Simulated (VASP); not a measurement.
A run of VASP 6.6.1 is set up as follows.

INCAR

```
SYSTEM = AlN
  PREC = Accurate
  ENCUT = 520
  EDIFF = 1E-6
  ISMEAR = 0
  SIGMA = 0.05
  LREAL = .False.
  LASPH = .True.
  NELM = 100
  ALGO = Normal
  ISIF = 2
  LWAVE = .False.
  LCHARG = .False.
  GGA = PE
  NBANDS = 16
```

Contents of KPOINTS:

```
Automatic mesh
0
Gamma
  6 6 6
  0 0 0
```

POSCAR

```
AlN
1.0
    0.0000000000     -2.2015682416     -2.2015682416
   -2.2015682416      0.0000000000     -2.2015682416
    2.2015682416      2.2015682416     -4.4031364832
Al N
2 2
Direct
   -0.0031738219      0.0189779520      0.0008842550
    0.5049423320      0.4827905581      0.5008842550
    0.3696604272      0.3895095334      0.8732966687
    0.8769329103      0.8570838041      0.3732966687
```

Potentials or basis: VASP PAW PBE potentials, release 64 (Al, N).

The run is started by

```sh
$ cat potpaw_PBE.64/Al/POTCAR potpaw_PBE.64/N/POTCAR > POTCAR
$ mpirun -np 1 vasp_std > vasp.out
```

Problem. Estimate the band gap on the k mesh.

Solution. 3.25 eV.

Problem. Predict the largest force.

Solution. 0.500 eV/Å.

Forces on the atoms (eV/Å):
```
Al   0.208 -0.027  0.454
Al  -0.187  0.050  0.149
N    0.085 -0.033 -0.235
N   -0.106  0.010 -0.367
```

Caveat: the cell differs from its parent crystal (mode 4 frozen in at -0.051 Å and mode 10 at +0.015 Å (largest displacements)). A k mesh can miss the band edges.
